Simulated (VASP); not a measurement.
# Ru (P6/mmm) in VASP: notebook

The runs below take Ru through single point, with PBE.

Program: VASP 6.6.1. These are calculated values, not measurements. Logs are shortened: lines on timing, memory, paths and dates and some standing lists are left out, and cuts for length are marked.

## (1) The cell of the first run

It takes space group P6/mmm (No. 191, hexagonal). Conventional cell: a = 2.172 Å, b = 2.172 Å, c = 2.026 Å, α = 90.00°, β = 90.00°, γ = 120.00°. Ru (site symmetry 6/mmm) has 8 Ru at 2.03 to 2.17 Å within 2.7 Å.

## (2) Single point, PBE (volume scaled by 0.55)

File INCAR:

```
SYSTEM = Ru
ALGO = Normal ; EDIFF = 1E-6
ENCUT = 520 ; GGA = PE
ISIF = 2 ; ISMEAR = -1
LASPH = .TRUE. ; LCHARG = .TRUE.
LELF = .TRUE. ; LREAL = .FALSE.
LVHAR = .TRUE. ; LWAVE = .FALSE.
NBANDS = 13 ; NELM = 100
PREC = Accurate ; SIGMA = 0.05
```

File KPOINTS:

```
k-points
0
G
  17 17 15
  0 0 0
```

File POSCAR:

```
Ru
1.0
    2.1715152854      0.0000000000      0.0000000000
   -1.0857576427      1.8805874019      0.0000000000
    0.0000000000      0.0000000000      2.0256949314
Ru
1
Direct
    0.0000000000      0.0000000000      0.0000000000
```

Potentials or basis: VASP PAW PBE potentials, release 64 (Ru_pv).

On the command line:

```console
$ cat potpaw_PBE.64/Ru_pv/POTCAR > POTCAR
$ mpirun -np 1 vasp_std > vasp.out
```

OUTCAR:

```text
SYSTEM = Ru
   EDIFF = 1E-6
   ENCUT = 520
   GGA = PE
   ISIF = 2
   ISMEAR = -1
   LASPH = .TRUE.
   LREAL = .FALSE.
   NELM = 100
   PREC = Accurate

 ion  position               nearest neighbor table
   1  0.000  0.000  0.000-

  LATTYP: Found a hexagonal cell.
 ALAT       =     2.1715152854
 C/A-ratio  =     0.9328485712

  Lattice vectors:

 A1 = (   2.1715152854,   0.0000000000,   0.0000000000)
 A2 = (  -1.0857576427,   1.8805874019,   0.0000000000)
 A3 = (   0.0000000000,   0.0000000000,   2.0256949314)

Analysis of symmetry for initial positions (statically):
=====================================================================
 Subroutine PRICEL returns:
 Original cell was already a primitive cell.

 Routine SETGRP: Setting up the symmetry group for a
 hexagonal supercell.

 Subroutine GETGRP returns: Found 24 space group operations
 (whereof 24 operations were pure point group operations)
 out of a pool of 24 trial point group operations.

The static configuration has the point symmetry D_6h.

Analysis of symmetry for dynamics (positions and initial velocities):
=====================================================================
 Subroutine PRICEL returns:
 Original cell was already a primitive cell.

 Routine SETGRP: Setting up the symmetry group for a
 hexagonal supercell.

 Subroutine GETGRP returns: Found 24 space group operations
 (whereof 24 operations were pure point group operations)
 out of a pool of 24 trial point group operations.

The dynamic configuration has the point symmetry D_6h.

 Subroutine INISYM returns: Found 24 space group operations
 (whereof 24 operations are pure point group operations),
 and found     1 'primitive' translations

----------------------------------------------------------------------------------------

                                     Primitive cell

  volume of cell :       8.2724

  direct lattice vectors                    reciprocal lattice vectors
     2.171515285  0.000000000  0.000000000     0.460507926  0.265874375  0.000000000
    -1.085757643  1.880587402  0.000000000     0.000000000  0.531748750  0.000000000
     0.000000000  0.000000000  2.025694931     0.000000000  0.000000000  0.493657749

  length of vectors
     2.171515285  2.171515285  2.025694931     0.531748750  0.531748750  0.493657749

  position of ions in fractional coordinates (direct lattice)
     0.000000000  0.000000000  0.000000000

  ion indices of the primitive-cell ions
   primitive index   ion index
                 1           1

----------------------------------------------------------------------------------------

 KPOINTS: k-points

Automatic generation of k-mesh.
 Grid dimensions read from file:
 generate k-points for:   17   17   15

 Generating k-lattice:

  Cartesian coordinates                     Fractional coordinates (reciprocal lattice)
     0.027088702  0.015639669  0.000000000     0.058823529  0.000000000  0.000000000
     0.000000000  0.031279338  0.000000000     0.000000000  0.058823529  0.000000000
     0.000000000  0.000000000  0.032910517     0.000000000  0.000000000  0.066666667

  Length of vectors
     0.031279338  0.031279338  0.032910517

  Shift w.r.t. Gamma in fractional coordinates (k-lattice)
     0.000000000  0.000000000  0.000000000

 Subroutine IBZKPT returns following result:
 ===========================================

 Found    264 irreducible k-points:

 Following reciprocal coordinates:
            Coordinates               Weight
  0.000000  0.000000  0.000000      1.000000
  0.058824  0.000000  0.000000      6.000000
  0.117647 -0.000000  0.000000      6.000000
  0.176471  0.000000  0.000000      6.000000
  0.235294 -0.000000  0.000000      6.000000
  0.294118  0.000000  0.000000      6.000000
[... 16 lines left out ...]
  0.411765  0.117647  0.000000     12.000000
  0.176471  0.176471  0.000000      6.000000
 [... further k-points ...]
   k-points           NKPTS =    264   k-points in BZ     NKDIM =    264   number of bands    NBANDS=     13
   number of dos      NEDOS =    301   number of ions     NIONS =      1
   total plane-waves  NPLWV =   4096
   dimension x,y,z NGX =    16 NGY =   16 NGZ =   16
   dimension x,y,z NGXF=    32 NGYF=   32 NGZF=   32
   ions per type =               1
   NGX,Y,Z   is equivalent  to a cutoff of  12.25, 12.25, 13.13 a.u.
   NGXF,Y,Z  is equivalent  to a cutoff of  24.50, 24.50, 26.26 a.u.
 SYSTEM =  Ru
   PREC   = accura    normal or accurate (medium, high low for compatibility)
   ISTART =      0    job   : 0-new  1-cont  2-samecut
   ICHARG =      2    charge: 1-file 2-atom 10-const
   ISPIN  =      1    spin polarized calculation?
   LNONCOLLINEAR =      F non collinear calculations
   LSORBIT =      F    spin-orbit coupling
   LASPH  =      T    aspherical Exc in radial PAW
   ENCUT  =  520.0 eV  38.22 Ry    6.18 a.u.   4.04  4.04  3.77*2*pi/ulx,y,z
   NELM   =    100;   NELMIN=  2; NELMDL= -5     # of ELM steps
   EDIFF  = 0.1E-05   stopping-criterion for ELM
   LREAL  =      F    real-space projection
   EDIFFG = 0.1E-04   stopping-criterion for IOM
   NSW    =      0    number of steps for IOM
   IBRION =     -1    ionic relax: 0-MD 1-quasi-New 2-CG
   NFREE  =      0    steps in history (QN), initial steepest desc. (CG)
   ISIF   =      2    stress and relaxation
   ISYM   =      2    0-nonsym 1-usesym 2-fastsym
   POTIM  = 0.5000    time-step for ionic-motion
   TEBEG  =    0.0;   TEEND  =   0.0 temperature during run
   PSTRESS=    0.0 pullay stress
   NELECT =      14.0000    total number of electrons
   NUPDOWN=      -1.0000    fix difference up-down
   EMIN   =  10.00;   EMAX   =-10.00  energy-range for DOS
   EFERMI =   0.00;   METHOD = LEGACY
   ISMEAR =    -1;   SIGMA  =   0.05  broadening in eV -4-tet -1-fermi 0-gaus
   EFERMI_NEDOS =   21; number of points for ismear=-14 and -15
   IALGO  =     38    algorithm
   IMIX   =      4    mixing-type and parameters
     AMIX     =   0.40;   BMIX     =  1.00
     AMIX_MAG =   1.60;   BMIX_MAG =  1.00
  volume/ion in A,a.u.               =       8.27        55.82
  Fermi-wavevector in a.u.,A,eV,Ry     =   1.950926  3.686715 51.785276  3.806110
  Thomas-Fermi vector in A             =   2.978340
   LORBIT       =      0    0 simple, 1 ext, 2 COOP (PROOUT), +10 PAW based schemes
   GGA     = PE    functional components
   LHFCALC =     F    Hartree Fock is set to
   AEXX    =    0.0000 exact exchange contribution
   IVDW    =     0    specifies the selected vdW correction
   LEPSILON=     F    determine dielectric tensor
   LRPA    =     F    only Hartree local field effects (RPA)
 non-spin polarized calculation
  energy-cutoff  :      520.00
  volume of cell :        8.27
 maximum number of plane-waves:       231
   NGX =  9   NGY =  9   NGZ =  7

 number of electron      13.9999996 magnetization

 Free energy of the ion-electron system (eV)
  ---------------------------------------------------
  ext. energy  EPLUGINS =         0.00000000
  ---------------------------------------------------
  free energy    TOTEN  =        -1.25035955 eV

  energy without entropy =       -1.24713011  energy(sigma->0) =       -1.24874483

 E-fermi :  24.4478     XC(G=0): -17.2948

 val. band max:       24.4420297830   @ k =   0.2941   0.0000   0.1333
 cond. band min:      24.5067163470   @ k =   0.1765   0.1765   0.2667
 fundamental gap:      0.0646865640
 Fermi energy:        24.4477909177

 k-point     1 :       0.0000    0.0000    0.0000
  band No.  band energies     occupation
      1     -18.1272      2.00000
      2     -18.1272      2.00000
      3     -17.8958      2.00000
      4      12.6045      2.00000
      5      14.0805      2.00000
      6      18.7248      2.00000
      7      18.7248      2.00000
      8      29.0022      0.00000
      9      29.0022      0.00000
     10      34.9758      0.00000
     11      37.6880      0.00000
     12      46.6403      0.00000
     13      53.6244      0.00000

 k-point     2 :       0.0588    0.0000    0.0000
  band No.  band energies     occupation
      1     -18.3396      2.00000
      2     -18.1723      2.00000
      3     -17.8735      2.00000
      4      12.7642      2.00000
      5      14.3152      2.00000
      6      18.4556      2.00000
      7      18.9756      2.00000
      8      28.6669      0.00000
      9      28.9476      0.00000
     10      34.9758      0.00000
     11      38.3459      0.00000
     12      47.1620      0.00000
     13      52.3713      0.00000

 k-point     3 :       0.1176   -0.0000    0.0000
  band No.  band energies     occupation
      1     -18.9310      2.00000
      2     -18.3001      2.00000
      3     -17.8091      2.00000
      4      13.1366      2.00000
      5      14.9546      2.00000
      6      17.9014      2.00000
      7      19.7146      2.00000
      8      27.7863      0.00000
      9      28.7934      0.00000
     10      34.9756      0.00000
     11      40.1502      0.00000
     12      48.5694      0.00000
     13      49.9131      0.00000
[... 305 lines left out ...]
 k-point    23 :       0.4118    0.1176    0.0000
  band No.  band energies     occupation
      1     -23.2370      2.00000
      2     -19.8758      2.00000
      3     -17.1904      2.00000
      4      13.1870      2.00000
      5      16.3740      2.00000
      6      22.6129      2.00000
      7      24.0659      1.99904
      8      26.8337      0.00000
      9      30.9230      0.00000
     10      34.9741      0.00000
     11      40.4497      0.00000
     12      41.7653      0.00000
     13      46.8675      0.00000

 k-point    24 :       0.1765    0.1765    0.0000
  band No.  band energies     occupation
      1     -21.5971      2.00000
      2     -19.3967      2.00000
      3     -17.4355      2.00000
      4      14.8612      2.00000
      5      15.7775      2.00000
      6      18.2612      2.00000
      7      24.4086      1.37282
      8      26.4715      0.00000
      9      27.4115      0.00000
     10      34.9745      0.00000
     11      43.6796      0.00000
     12      43.7481      0.00000
     13      52.2256      0.00000

 [... further k-points ...]

------------------------ aborting loop because EDIFF is reached ----------------------------------------

  FORCE on cell =-STRESS in cart. coord.  units (eV):
  Direction    XX          YY          ZZ          XY          YZ          ZX
  --------------------------------------------------------------------------------------
  -------------------------------------------------------------------------------------
  Total       30.1298627     30.1298627     30.3993527     -0.0000000     -0.0000000     -0.0000000
  in kB     5835.4893510   5835.4893513   5887.6836147     -0.0000000     -0.0000000     -0.0000000
  external PRESSURE =    5852.8874390 kB  Pullay stress =       0.0000000 kB

 VOLUME and BASIS-vectors are now :
 -----------------------------------------------------------------------------
  energy-cutoff  :      520.00
  volume of cell :        8.27
      direct lattice vectors                 reciprocal lattice vectors
     2.171515285  0.000000000  0.000000000     0.460507926  0.265874375  0.000000000
    -1.085757643  1.880587402  0.000000000     0.000000000  0.531748750  0.000000000
     0.000000000  0.000000000  2.025694931     0.000000000  0.000000000  0.493657749

 POSITION                                       TOTAL-FORCE (eV/Angst)
 -----------------------------------------------------------------------------------
      0.00000      0.00000      0.00000         0.000000      0.000000      0.000000
 -----------------------------------------------------------------------------------
    total drift:                               -0.000000      0.000000      0.000000

  FREE ENERGIE OF THE ION-ELECTRON SYSTEM (eV)
  ---------------------------------------------------
  free  energy   TOTEN  =        -1.2503595457 eV

  energy  without entropy=       -1.2471301135  energy(sigma->0) =       -1.24874483
```

It took 7.8 s on 1 thread of Intel Xeon Platinum 8488C (Sapphire Rapids), shared host; peak memory 0.13 GiB.

Results:

```
Free energy            : -1.2504 eV
Pressure               : 585.3 GPa
Band gap on the k mesh : zero (band 7 reaches 30.09 eV, above the bottom of band 8 at 21.77 eV)
```

Caveat: the cell differs from its parent crystal (volume scaled by 0.55).

## (3) Single point, PBE

This run uses another cell than the first one, of 9.78 Å³/atom, 1.182 times its volume.

File INCAR:

```
SYSTEM = Ru
PREC = Accurate
ENCUT = 520
EDIFF = 1E-6
ISMEAR = -1
SIGMA = 0.05
LREAL = .FALSE.
LASPH = .TRUE.
NELM = 60
ALGO = Normal
ISIF = 2
LWAVE = .FALSE.
LCHARG = .FALSE.
GGA = PE
NBANDS = 13
```

File KPOINTS:

```
regular mesh
0
G
  17 17 15
  0 0 0
```

File POSCAR:

```
Ru
1.0
    2.2980451361      0.0000000000      0.0000000000
   -1.1490225680      1.9901654669      0.0000000000
    0.0000000000      0.0000000000      2.1376341607
Ru
1
Direct
    0.0000000000      0.0000000000      0.0000000000
```

Potentials or basis: VASP PAW PBE potentials, release 64 (Ru_pv).

On the command line:

```console
$ cat potpaw_PBE.64/Ru_pv/POTCAR > POTCAR
$ mpirun -np 1 vasp_std > vasp.out
```

It took 13 s on 1 thread of Intel Xeon Platinum 8488C (Sapphire Rapids), shared host; peak memory 0.14 GiB.

The run converged. Its results:

```yaml
Free_energy: -5.1955 eV
Pressure: 289.6 GPa
Band_gap_on_the_k_mesh: zero (band 7 reaches 24.47 eV, above the bottom of band 8 at 17.97 eV)
```

Stress tensor (GPa, compression positive):
```
288.54   0.00   0.00
  0.00 288.54   0.00
  0.00   0.00 291.76
```

Levels at points of the mesh, in eV from the Fermi level:
```csv
k point,band 4,band 5,band 6,band 7,band 8,band 9,band 10,band 11
"(0.00, 0.00, 0.00)",-9.87,-9.46,-4.43,-4.43,3.62,3.62,10.66,14.22
```
